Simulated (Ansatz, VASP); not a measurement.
## Fe: VASP beside Ansatz

The input INCAR:

```
ALGO     = Normal         # electronic algorithm
EDIFF    = 1E-6           # SCF threshold, eV
ENCUT    = 600            # plane-wave cutoff, eV
GGA      = PS             # functional
GGA_COMPAT= F            
ISIF     = 2              # what is computed and relaxed
ISMEAR   = -1             # smearing method
ISPIN    = 2              # spin polarisation
LASPH    = T              # aspherical terms in the spheres
LCHARG   = F              # write CHGCAR
LMAXMIX  = 4              # l up to which the mixer works
LORBIT   = 11             # projections on sites
LREAL    = F              # projectors in reciprocal space
LWAVE    = F              # write WAVECAR
MAGMOM   = 3 3            # initial moments
NBANDS   = 27             # bands
NELM     = 200            # most SCF steps
NUPDOWN  = 6.0            # fixed moment
PREC     = Accurate       # precision mode
SIGMA    = 0.05           # smearing width, eV
```

The input KPOINTS:

```
k-points
0
Gamma
  10 10 6
```

File POSCAR:

```
Fe
1.0
    2.4341575853      0.0000000000      0.0000000000
   -1.2170787927      2.1080423057      0.0000000000
    0.0000000000      0.0000000000      3.8419344700
Fe
2
Direct
    0.6666666667      0.3333333333      0.7500000000
    0.3333333333      0.6666666667      0.2500000000
```

Contents of input.yaml:

```yaml
crystal:
  lattice:
    - [2.4341575853, 0.0, 0.0]
    - [-1.2170787927, 2.1080423057, 0.0]
    - [0.0, 0.0, 3.84193447]
  atoms:
    - { symbol: Fe, position: [0.6666666667, 0.3333333333, 0.75], spin: 3.0 }
    - { symbol: Fe, position: [0.3333333333, 0.6666666667, 0.25], spin: 3.0 }
hamiltonian:
  xc: pbesol
  pseudopotentials: { kind: paw }
magnetization:
  spin_polarized: true
  initial_magnetization: 6.0
  spin_locking: { lock_magnetization: hard }
kpoints:
  mp_grid: { grid: [10, 10, 6] }
scf:
  occupations: { method: fermi_dirac, width: 0.05 }
  lower_state_search: "off"
output:
  forces: true
  stress: true
  eigenvalues: true
```

Alike in both runs: task single point; functional PBEsol; k mesh 10 × 10 × 6; occupations fermi-dirac, width 0.05 eV; collinear spin; fixed moment 6 μB.

```csv
,VASP,Ansatz
version,VASP 6.6.1,Ansatz 0.2.0
potentials or method,"VASP PAW PBE potentials, release 64 (Fe_sv)",Ansatz PAW
plane-wave cutoff (eV),600,420
valence electrons in the cell,32,32
```

|  | VASP | Ansatz | Ansatz less VASP |
| --- | --- | --- | --- |
| net moment per atom (μB) | 3.00 | 3.00 | 0.000 |
| size of the moment on the site where the two differ most (μB) | 2.80 | 2.88 | +0.081 |

VASP's potentials were made for PBE, not for PBEsol. Site moments also hang on the region over which each program counts them. The functional is the same, so the differences come from potentials, cutoffs and numerics.
